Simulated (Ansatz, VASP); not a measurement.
## One calculation of ZrB2, two programs

```
Zr B
1.0
     3.15484    0.00000    0.00000
    -1.57742    2.73217    0.00000
     0.00000    0.00000    3.50729
Zr B
1 2
Cartesian
  0.0000 0.0000 0.0000
  0.0000 1.8214 1.7536
  1.5774 0.9107 1.7536
```

Alike in both runs: task single point; functional PBEsol; k mesh 6 × 6 × 4; occupations gaussian, width 0.1 eV; no spin polarisation.

|  | VASP | Ansatz |
| --- | --- | --- |
| version | VASP 6.6.1 | Ansatz 0.2.0 |
| potentials or method | VASP PAW PBE potentials, release 64 (Zr_sv, B), cutoff 500 eV | scalar-relativistic, plane waves, PAW |
| valence electrons in the cell | 18 | 18 |

|  | VASP | Ansatz | Ansatz less VASP |
| --- | --- | --- | --- |
| gap on the k mesh at the Fermi level (eV) | none | none | - |
| pressure (GPa) | 0.5 | 0.2 | -0.32 |
| traceless stress, the component that is largest in VASP (GPa) | -1.63 | -1.61 | +0.021 |

VASP's potentials were made for PBE, not for PBEsol, and Ansatz warns of the same on its side. A gap of «none» marks a metal or a gap that the smearing closes. The functional is the same, so the differences come from potentials, cutoffs and numerics.

The k mesh is coarse, so the values compare programs but aren't converged.
